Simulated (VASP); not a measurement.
Input of a VASP 6.6.1 run:

Contents of INCAR:

```
SYSTEM = RbBr
PREC     = Accurate       ! precision mode
ENCUT    = 520            ! plane-wave cutoff, eV
EDIFF    = 1E-6           ! SCF threshold, eV
ISMEAR   = 0              ! smearing method
SIGMA    = 0.01           ! smearing width, eV
LREAL    = .False.        ! projectors in reciprocal space
LASPH    = .True.         ! aspherical terms in the spheres
NELM     = 80             ! most SCF steps
ALGO     = Normal         ! electronic algorithm
ISIF     = 2              ! what is computed and relaxed
LWAVE    = .False.        ! write WAVECAR
LCHARG   = .False.        ! write CHGCAR
GGA      = PE             ! functional
NBANDS   = 15             ! bands
```

The input KPOINTS:

```
regular mesh
0
Gamma
  3 3 3
  0 0 0
```

The input POSCAR:

```
RbBr
1.0
    0.0000000000      3.4212787874      3.4212787874
    3.4212787874      0.0000000000      3.4212787874
    3.4212787874      3.4212787874      0.0000000000
Rb Br
1 1
Direct
    0.9936000000      0.0126600000      0.0080500000
    0.5428800000      0.4816000000      0.4566300000
```

Potentials or basis: VASP PAW PBE potentials, release 64 (Rb_sv, Br).

Command:

```sh
$ cat potpaw_PBE.64/Rb_sv/POTCAR potpaw_PBE.64/Br/POTCAR > POTCAR
$ mpirun -np 1 vasp_std > vasp.out
```

Problem. Estimate the largest force.

Solution. 0.449 eV/Å.

Problem. Estimate the band gap on the k mesh.

Solution. 4.39 eV, direct.

Forces on the atoms (eV/Å):
```
Rb  -0.443 -0.008  0.071
Br   0.443  0.008 -0.071
```

Caveat: the k points lie up to 0.53 Å⁻¹ apart.
